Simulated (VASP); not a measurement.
Write the native input for VASP 6.6.1 that does the following.

```yaml
Task: single point
Functional: PBEsol
Potentials_or_basis: VASP PAW PBE potentials, release 64 (Al, N)
Cutoff: 600 eV
k_mesh: 8 × 8 × 8
Occupations: fermi-dirac, width 0.02 eV
Spin: no spin polarisation
Dipole_correction: no
Further_INCAR_settings: ALGO = Normal; EDIFF = 1e-06; NBANDS = 11
```

The structure of AlN lies in POSCAR:

```
AlN
1.0
   -0.0656333333      1.9361833333      1.9361833333
    1.9361833333     -0.0656333333      1.9361833333
    1.9361833333      1.9361833333     -0.0656333333
Al N
1 1
Direct
    0.0000000000      0.0000000000      0.0000000000
    0.5000000000      0.5000000000      0.5000000000
```

The input as run:

INCAR

```
PREC = Accurate
ENCUT = 600
EDIFF = 1E-6
ISMEAR = -1
SIGMA = 0.02
LREAL = F
LASPH = T
NELM = 120
ALGO = Normal
ISIF = 2
LWAVE = F
LCHARG = F
GGA = PS
NBANDS = 11
GGA_COMPAT = F
```

KPOINTS

```
Automatic mesh
0
Gamma
  8 8 8
```

Potentials or basis: VASP PAW PBE potentials, release 64 (Al, N).

Command:

```bash
$ cat potpaw_PBE.64/Al/POTCAR potpaw_PBE.64/N/POTCAR > POTCAR
$ mpirun -np 1 vasp_std > vasp.out
```

It gave:

- Pressure: 25.1 GPa
- Band gap on the k mesh: 4.10 eV (least direct gap 6.26 eV)

Caveat: the cell stands under pressure; the PAW data sets were made with another functional, which shifts forces and pressure a little.

Wall time 16 s on 1 thread of Intel Xeon 8259CL (shared host), peak memory 0.14 GiB.
